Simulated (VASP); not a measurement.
# Nb: electric field gradients with PBE

Crystal: Nb.

```xyz
1
Lattice="-1.6972 1.6640 1.6640 1.6640 -1.6972 1.6640 1.6640 1.6640 -1.6972" Properties=species:S:1:pos:R:3 pbc="T T T"
Nb    0.0000    0.0000    0.0000
```

This cell differs from its parent crystal: equal xy, yz and zx shear strains of -2 %.

```yaml
Program: VASP 6.6.1
Task: electric field gradients
Functional: PBE
Potentials_or_basis: VASP PAW PBE potentials, release 64 (Nb_sv)
Cutoff: 520 eV
k_mesh: 14 × 14 × 14
Occupations: fermi-dirac, width 0.05 eV
Spin: no spin polarisation
Dipole_correction: no
Further_INCAR_settings: ALGO = Normal; EDIFF = 1e-08; NBANDS = 12
```

```yaml
Pressure: -2.6 GPa
```

Stress tensor (GPa, compression positive):
```
-2.60 -0.15 -0.15
-0.15 -2.60 -0.15
-0.15 -0.15 -2.60
```

Levels at points of the mesh, in eV from the Fermi level:
```tsv
k point	band 5	band 6	band 7	band 8	band 9	band 10
(0.00, 0.00, 0.00)	-5.91	0.08	0.49	0.49	3.23	3.23
(0.50, 0.00, 0.00)	-3.64	-1.56	2.33	3.12	3.74	6.28
(0.50, 0.50, 0.00)	-3.63	-1.65	2.02	3.34	4.02	6.08
(0.50, 0.50, 0.50)	-3.60	-3.60	5.27	5.27	5.78	8.77
```

Electric field gradients, principal values (V/Å²):
| atom | least | middle | greatest (by size) |
| --- | --- | --- | --- |
| 1 Nb | -11.276 | -11.276 | 22.552 |

It took 79 s on 1 thread of Intel Xeon 8259CL (shared host), peak memory 0.19 GiB.

Caveat: the cell differs from its parent crystal (equal xy, yz and zx shear strains of -2 %); without QUAD_EFG the Cq values of the log hold for a quadrupole moment of 1 mb, not for the nuclei.
